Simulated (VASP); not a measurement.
# BN (R3m) in VASP: further runs, part 2 of 2

VASP 6.6.1.

## (3) Single point, PBEsol

Contents of INCAR:

```
  PREC = Accurate
  ENCUT = 520
  EDIFF = 1E-6
  ISMEAR = 0
  SIGMA = 0.01
  LREAL = F
  LASPH = T
  NELM = 100
  ALGO = Normal
  ISIF = 2
  LWAVE = F
  LCHARG = F
  GGA = PS
  NBANDS = 11
```

Contents of KPOINTS:

```
Automatic mesh
0
Gamma
  10 10 10
```

Contents of POSCAR:

```
BN
1.0
    1.2511200000      0.7223400000      3.3729300000
   -1.2511200000      0.7223400000      3.3729300000
    0.0000000000     -1.4446700000      3.3729300000
B N
1 1
Direct
    0.9996700000      0.9996700000      0.9996700000
    0.3327600000      0.3327600000      0.3327600000
```

Potentials or basis: VASP PAW PBE potentials, release 64 (B, N).

Command:

```console
> cat potpaw_PBE.64/B/POTCAR potpaw_PBE.64/N/POTCAR > POTCAR
> mpirun -np 1 vasp_std > vasp.out
```

OUTCAR:

```text
PREC = Accurate
   ENCUT = 520
   EDIFF = 1E-6
   ISMEAR = 0
   LREAL = F
   LASPH = T
   NELM = 100
   ISIF = 2
   GGA = PS

 ion  position               nearest neighbor table
   1  1.000  1.000  1.000-   2 1.44   2 1.44   2 1.44
   2  0.333  0.333  0.333-   1 1.44   1 1.44   1 1.44

  LATTYP: Found a trigonal (rhomboedric) cell.
 ALAT       =     3.6692959972
 COS(alpha) =     0.7674777610

  Lattice vectors:

 A1 = (   1.2511200000,   0.7223400000,   3.3729300000)
 A2 = (  -1.2511200000,   0.7223400000,   3.3729300000)
 A3 = (   0.0000000000,  -1.4446700000,   3.3729300000)

Analysis of symmetry for initial positions (statically):
=====================================================================
 Subroutine PRICEL returns:
 Original cell was already a primitive cell.

 Routine SETGRP: Setting up the symmetry group for a
 trigonal (rhombohedral) supercell.

 Subroutine GETGRP returns: Found  6 space group operations
 (whereof  6 operations were pure point group operations)
 out of a pool of 12 trial point group operations.

The static configuration has the point symmetry C_3v.

Analysis of symmetry for dynamics (positions and initial velocities):
=====================================================================
 Subroutine PRICEL returns:
 Original cell was already a primitive cell.

 Routine SETGRP: Setting up the symmetry group for a
 trigonal (rhombohedral) supercell.

 Subroutine GETGRP returns: Found  6 space group operations
 (whereof  6 operations were pure point group operations)
 out of a pool of 12 trial point group operations.

The dynamic configuration has the point symmetry C_3v.

 Subroutine INISYM returns: Found  6 space group operations
 (whereof  6 operations are pure point group operations),
 and found     1 'primitive' translations

----------------------------------------------------------------------------------------
[... 114 lines left out ...]
  volume/ion in A,a.u.               =       9.14        61.71
  Fermi-wavevector in a.u.,A,eV,Ry     =   1.242718  2.348396 21.012115  1.544347
  Thomas-Fermi vector in A             =   2.377060
   LORBIT       =      0    0 simple, 1 ext, 2 COOP (PROOUT), +10 PAW based schemes
   GGA     = PS    functional components
   LHFCALC =     F    Hartree Fock is set to
   AEXX    =    0.0000 exact exchange contribution
   IVDW    =     0    specifies the selected vdW correction
   LEPSILON=     F    determine dielectric tensor
   LRPA    =     F    only Hartree local field effects (RPA)
 non-spin polarized calculation
 Gauss-broadening in eV      SIGMA  =   0.01
  energy-cutoff  :      520.00
  volume of cell :       18.29
 maximum number of plane-waves:       517
   NGX = 13   NGY = 13   NGZ = 13

 number of electron       8.0000000 magnetization

 Free energy of the ion-electron system (eV)
  ---------------------------------------------------
  ext. energy  EPLUGINS =         0.00000000
  ---------------------------------------------------
  free energy    TOTEN  =       -18.28456412 eV

  energy without entropy =      -18.28456412  energy(sigma->0) =      -18.28456412

 E-fermi :   2.2445     XC(G=0): -10.2083

 val. band max:        2.0847827928   @ k =  -0.3000   0.3000   0.0000
 cond. band min:       6.2266125514   @ k =   0.5000   0.5000   0.0000
 fundamental gap:      4.1418297586
 Fermi energy:         2.2444604719

 k-point     1 :       0.0000    0.0000    0.0000
  band No.  band energies     occupation
      1     -15.6882      2.00000
      2      -2.1553      2.00000
      3       0.7879      2.00000
      4       0.7879      2.00000
      5       7.0182      0.00000
      6      13.6898      0.00000
      7      13.6899      0.00000
      8      15.1653      0.00000
      9      16.7696      0.00000
     10      27.7331      0.00000
     11      29.7588      0.00000
[... 309 lines left out ...]
 k-point    24 :       0.4000    0.3000    0.0000
  band No.  band energies     occupation
      1     -13.3170      2.00000
      2      -5.0319      2.00000
      3      -2.1414      2.00000
      4      -0.1172      2.00000
      5       8.3553      0.00000
      6      12.3151      0.00000
      7      14.3189      0.00000
      8      19.2690      0.00000
      9      20.1109      0.00000
     10      22.7008      0.00000
     11      26.5986      0.00000

 [... further k-points ...]
[... 5 lines left out ...]
  --------------------------------------------------------------------------------------
  -------------------------------------------------------------------------------------
  Total        0.1567627      0.1567636      0.0383139      0.0000000      0.0000000     -0.0000000
  in kB       13.7327040     13.7327876      3.3563679      0.0000000      0.0000033     -0.0000000
  external PRESSURE =      10.2739532 kB  Pullay stress =       0.0000000 kB

 VOLUME and BASIS-vectors are now :
 -----------------------------------------------------------------------------
  energy-cutoff  :      520.00
  volume of cell :       18.29
      direct lattice vectors                 reciprocal lattice vectors
     1.251120000  0.722340000  3.372930000     0.399641921  0.230732669  0.098825817
    -1.251120000  0.722340000  3.372930000    -0.399641921  0.230732669  0.098825817
     0.000000000 -1.444670000  3.372930000     0.000000000 -0.461465337  0.098826501

 POSITION                                       TOTAL-FORCE (eV/Angst)
 -----------------------------------------------------------------------------------
      0.00000      0.00001     10.11545         0.000000     -0.000000     -0.002769
      0.00000      0.00000      3.36713         0.000000      0.000000      0.002769
 -----------------------------------------------------------------------------------
    total drift:                                0.000000     -0.000166      0.000011

  FREE ENERGIE OF THE ION-ELECTRON SYSTEM (eV)
  ---------------------------------------------------
  free  energy   TOTEN  =       -18.2845641239 eV

  energy  without entropy=      -18.2845641239  energy(sigma->0) =      -18.28456412
```

OSZICAR:

```text
N       E                     dE             d eps       ncg     rms          rms(c)
DAV:   1     0.131809549125E+02    0.13181E+02   -0.47241E+03  2600   0.691E+02
DAV:   2    -0.192010592228E+02   -0.32382E+02   -0.31220E+02  3025   0.160E+02
DAV:   3    -0.200134125329E+02   -0.81235E+00   -0.81108E+00  3070   0.232E+01
DAV:   4    -0.200158724059E+02   -0.24599E-02   -0.24598E-02  2844   0.143E+00
DAV:   5    -0.200158825443E+02   -0.10138E-04   -0.10138E-04  3114   0.812E-02    0.781E+00
DAV:   6    -0.184857540294E+02    0.15301E+01   -0.48837E+00  2933   0.122E+01    0.363E+00
DAV:   7    -0.183267348367E+02    0.15902E+00   -0.23215E-01  3002   0.354E+00    0.219E+00
DAV:   8    -0.182841872723E+02    0.42548E-01   -0.10892E-01  3041   0.200E+00    0.238E-01
DAV:   9    -0.182842725434E+02   -0.85271E-04   -0.24668E-03  2792   0.398E-01    0.131E-01
DAV:  10    -0.182845447906E+02   -0.27225E-03   -0.41059E-04  2877   0.146E-01    0.221E-02
DAV:  11    -0.182845642582E+02   -0.19468E-04   -0.36821E-05  3056   0.402E-02    0.191E-02
DAV:  12    -0.182845641239E+02    0.13432E-06   -0.75598E-06  2828   0.179E-02
   1 F= -.18284564E+02 E0= -.18284564E+02  d E =-.627597-115
```

stdout:

```text
POSCAR found type information on POSCAR B N
 POSCAR found :  2 types and       2 ions
 scaLAPACK will be used
 -----------------------------------------------------------------------------
|                                                                             |
|                                                                             |
|     You enforced a specific xc type in the INCAR file but a different       |
|     I HOPE YOU KNOW WHAT YOU ARE DOING!                                     |
|                                                                             |
 -----------------------------------------------------------------------------

 LDA part: xc-table for (Slater+PW92), standard interpolation
 POSCAR, INCAR and KPOINTS ok, starting setup
 FFT: planning ... GRIDC
 FFT: planning ... GRID_SOFT
 FFT: planning ... GRID
 WAVECAR not read
 entering main loop
```

It took 15 s on 1 thread of Intel Xeon 6975P-C (Granite Rapids), shared host; peak memory 0.16 GiB.

What came out:

- Free energy: -18.2846 eV
- Pressure: 1.0 GPa
- Band gap on the k mesh: 4.14 eV, indirect (least direct gap 4.83 eV)

Forces on the atoms (eV/Å):
```
B    0.000  0.000 -0.003
N    0.000  0.000  0.003
```

Caveat: the PAW data sets were made with another functional, which shifts forces and pressure a little.

## (4) Single point, r2SCAN

POSCAR is that of step 3.

Contents of INCAR.step1:

```
PREC = Accurate
ENCUT = 520
ISMEAR = 0
SIGMA = 0.01
LREAL = False
LASPH = True
NELM = 60
NBANDS = 11
GGA = PE
ALGO = Normal
EDIFF = 1E-4
LWAVE = True
LCHARG = False
```

Contents of INCAR.step2:

```
PREC = Accurate
ENCUT = 520
EDIFF = 1E-6
ISMEAR = 0
SIGMA = 0.01
LREAL = False
LASPH = True
NELM = 60
ALGO = Normal
ISIF = 2
LWAVE = False
LCHARG = True
METAGGA = R2SCAN
LMIXTAU = True
LELF = True
LVHAR = True
NBANDS = 11
ISTART = 1
```

Contents of KPOINTS:

```
regular mesh
0
Gamma
  10 10 10
```

Command:

```console
> cat potpaw_PBE.64/B/POTCAR potpaw_PBE.64/N/POTCAR > POTCAR
> cp INCAR.step1 INCAR
> mpirun -np 1 vasp_std > vasp.out
> cp INCAR.step2 INCAR
> mpirun -np 1 vasp_std > vasp.out
```

Run time: 67 s. Hardware: 1 thread of Intel Xeon 6975P-C (Granite Rapids), shared host; peak memory 0.17 GiB.

The run converged. Its results:

| Quantity | Value |
| --- | --- |
| Free energy | -19.2980 eV |
| Pressure | 0.1 GPa |
| Largest force | 0.008 eV/Å |
| Band gap on the k mesh | 4.80 eV, indirect (least direct gap 5.60 eV) |

Forces on the atoms (eV/Å):
```
B    0.000  0.000 -0.008
N    0.000  0.000  0.008
```

Stress tensor (GPa, compression positive):
```
0.04 0.00 0.00
0.00 0.04 0.00
0.00 0.00 0.14
```

Levels at points of the mesh, in eV from the valence-band top:
```
           k point  band 2  band 3  band 4  band 5  band 6  band 7
(0.00, 0.00, 0.00)   -4.32   -1.35   -1.35    5.50   12.40   12.40
(0.50, 0.00, 0.00)   -9.32   -4.25   -0.63    5.92   10.60   13.73
(0.50, 0.50, 0.00)   -9.20   -4.31   -1.22    4.80   10.59   15.06
(0.50, 0.50, 0.50)   -6.33   -1.36   -1.36   10.82   12.32   12.32
```

Caveat: the PAW data sets were made with another functional, which shifts forces and pressure a little. A k mesh can miss the band edges.

## (5) Summary

```csv
level,potentials or basis,gap on the mesh (eV),pressure (GPa)
LDA,"VASP PAW LDA potentials, release 64 (B, N)",4.05,-3.8
PBEsol,"VASP PAW PBE potentials, release 64 (B, N)",4.14,1.0
r2SCAN,"VASP PAW PBE potentials, release 64 (B, N)",4.80,0.1
```

Alike in all rows: task single point; no spin polarisation; cell as given; k mesh 10 × 10 × 10; cutoff (eV) 520; smearing gaussian 0.01 eV.

Caveats: the PAW data sets were made with another functional, which shifts forces and pressure a little (some runs).

Absolute energies hang on the potentials; compare differences alone.
